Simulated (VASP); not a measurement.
Al3P2:

```
Al P
1.0
     3.77240    0.00000    0.00000
     0.00000    3.77240    0.00000
     0.00000    0.00000    5.55629
Al P
3 2
Cartesian
  1.8862 0.0000 5.5200
  0.0000 1.8862 5.5200
  0.0000 0.0000 1.5121
  0.0000 0.0000 4.0068
  1.8862 1.8862 1.6103
```

The cell was built from a structure type or drawn by symmetry, and may not be a known phase.

| Property | Result |
| --- | --- |
| Program | VASP 6.6.1 |
| Task | relaxation of cell and atoms |
| Functional | PBE |
| Potentials or basis | VASP PAW PBE potentials, release 64 (Al, P) |
| Cutoff | 600 eV |
| k mesh | 4 × 4 × 4 |
| Occupations | gaussian, width 0.1 eV |
| Spin | no spin polarisation |

At the start: pressure 17.3 GPa; volume 15.81 Å³/atom.

Question: Where does the relaxation end?

Answer: Over 14 steps the energy falls by 290.9 meV/atom and the volume is 19.84 Å³/atom (+25.5 %); space group P4mm (No. 99, to 0.1 Å) before and after.

The path:
| step | energy change (eV) | largest force (eV/Å) | pressure (GPa) | volume (Å³) |
| --- | --- | --- | --- | --- |
| 1 | 0.0000 | 4.3923 | 17.25 | 79.07 |
| 2 | -0.9447 | 1.6675 | -5.05 | 100.19 |
| 3 | -1.0675 | 1.4526 | -1.48 | 93.65 |
| 4 | -1.2098 | 1.1318 | -0.32 | 92.81 |
| 5 | -1.3105 | 0.4807 | 3.41 | 90.80 |
| 6 | -1.3189 | 0.5507 | 2.36 | 91.26 |
| 7 | -1.4061 | 0.2778 | 0.96 | 95.27 |
| 8 | -1.4225 | 0.5941 | -0.44 | 101.00 |
| 9 | -1.4299 | 0.4345 | -0.11 | 99.13 |
| 10 | -1.4518 | 0.0917 | -0.50 | 100.36 |
| 11 | -1.4518 | 0.0818 | -0.50 | 100.39 |
| 12 | -1.4537 | 0.1033 | 0.24 | 98.98 |
| 13 | -1.4539 | 0.0757 | 0.06 | 99.31 |
| 14 | -1.4544 | 0.0390 | -0.01 | 99.20 |

Final structure:
```xyz
5
Lattice="4.0632 0.0000 0.0000 0.0000 4.0632 0.0000 0.0000 0.0000 6.0086" Properties=species:S:1:pos:R:3 pbc="T T T"
Al    2.0316    0.0000    5.9026
Al    0.0000    2.0316    5.9026
Al    0.0000    0.0000    2.0064
P     0.0000    0.0000    4.4901
P     2.0316    2.0316    1.3464
```

Caveat: the k points lie up to 0.39 Å⁻¹ apart in the final cell, too coarse for converged energies and pressures of a metal; the volume moved by over 15 % at a fixed basis, so the end points are rough.
